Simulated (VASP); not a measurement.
Crystal: S.

```xyz
1
Lattice="-1.6650 1.6650 1.6650 1.6650 -1.6650 1.6650 1.6650 1.6650 -1.6650" Properties=species:S:1:pos:R:3 pbc="T T T"
S     0.0000    0.0000    0.0000
```

This isn't the form of S at room conditions, which is orthorhombic, of S8 rings.

| Quantity | Value |
| --- | --- |
| Program | VASP 6.6.1 |
| Task | relaxation of cell and atoms |
| Functional | PBE |
| Potentials or basis | VASP PAW PBE potentials, release 64 (S) |
| Cutoff | 500 eV |
| k mesh | 9 × 9 × 9 |
| Occupations | methfessel-paxton, width 0.05 eV |
| Spin | no spin polarisation |

At the start: pressure -9.1 GPa; volume 18.46 Å³/atom.

Q: How do energy, volume and symmetry change on relaxing?

A: Over 3 steps the energy falls by 78.6 meV/atom and the volume is 16.03 Å³/atom (-13.2 %); space group Im-3m (No. 229, to 0.1 Å) before and after.

The path:
```
step  energy change (eV)  largest force (eV/Å)  pressure (GPa)  volume (Å³)
   1              0.0000                0.0000           -9.10        18.46
   2             -0.0777                0.0000            1.35        15.80
   3             -0.0786                0.0000            0.01        16.03
```

Final structure:
```
S
1.0
    -1.58837    1.58837    1.58837
     1.58837   -1.58837    1.58837
     1.58837    1.58837   -1.58837
S
1
Direct
  0.00000 0.00000 0.00000
```
